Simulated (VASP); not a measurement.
## CdS (rocksalt type): single point with LDA

CdS (rocksalt type):

```
Cd S
1.0
     0.00000    2.18736    2.18736
     2.18736    0.00000    2.18736
     2.18736    2.18736    0.00000
Cd S
1 1
Direct
  0.00000 0.00000 0.00000
  0.50000 0.50000 0.50000
```

```
Program                : VASP 6.6.1
Task                   : single point
Functional             : LDA
Potentials or basis    : VASP PAW LDA potentials, release 64 (Cd, S)
Cutoff                 : 520 eV
k mesh                 : 14 × 14 × 14
Occupations            : fermi-dirac, width 0.05 eV
Spin                   : no spin polarisation
Dipole correction      : no
Further INCAR settings : ALGO = Normal; EDIFF = 1e-07; NBANDS = 16
```

```yaml
Pressure: 230.4 GPa
Band_gap_on_the_k_mesh: zero (bands 9 and 10 overlap by 0.75 eV)
```

Levels at points of the mesh, in eV from the Fermi level:
| k point | band 6 | band 7 | band 8 | band 9 | band 10 | band 11 | band 12 | band 13 |
| --- | --- | --- | --- | --- | --- | --- | --- | --- |
| (0.00, 0.00, 0.00) | -12.23 | -3.40 | -3.40 | -3.40 | 5.30 | 8.62 | 8.62 | 8.62 |
| (0.50, 0.00, 0.00) | -11.07 | -8.66 | 0.16 | 0.16 | 1.09 | 3.66 | 3.66 | 12.78 |
| (0.50, 0.50, 0.00) | -10.72 | -7.48 | -6.67 | -6.67 | -0.59 | 4.30 | 14.03 | 14.94 |

Wall time 52 s on 1 thread of Intel Xeon 8259CL, on a shared host, peak memory 0.15 GiB.

Caveat: the cell stands under pressure; semilocal functionals underestimate gaps, so a narrow gap can read as zero.
